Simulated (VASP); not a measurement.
Be, 8 atoms in the cell. The typed cell holds 8 atoms: a = 2.294 Å, b = 3.868 Å, c = 7.327 Å, α = 89.32°, β = 91.61°, γ = 88.32°. 

* Program: VASP 6.6.1
* Task: relaxation of cell and atoms
* Functional: PBE
* Potentials or basis: VASP PAW PBE potentials, release 64 (Be)
* Cutoff: 600 eV
* k mesh: 10 × 6 × 4
* Occupations: gaussian, width 0.1 eV
* Spin: no spin polarisation
* Dipole correction: no
* Further INCAR settings: ALGO = Fast; EDIFF = 1e-06; IBRION = 2; EDIFFG = -0.015; NSW = 100; ISIF = 3

Potentials or basis: VASP PAW PBE potentials, release 64 (Be).

Launch:

```bash
$ cat potpaw_PBE.64/Be/POTCAR > POTCAR
$ mpirun -np 1 vasp_std > vasp.out
```

Hardware: 1 thread of Intel(R) Xeon(R) Platinum 8488C (Sapphire Rapids) (shared host).

**Question.** Estimate the wall time of this run.

**Answer.** It took 8.2 min on 1 thread of Intel(R) Xeon(R) Platinum 8488C (Sapphire Rapids) (shared host), peak memory 0.25 GiB. Counts: scf iterations 101, k points 124, ion steps 16.
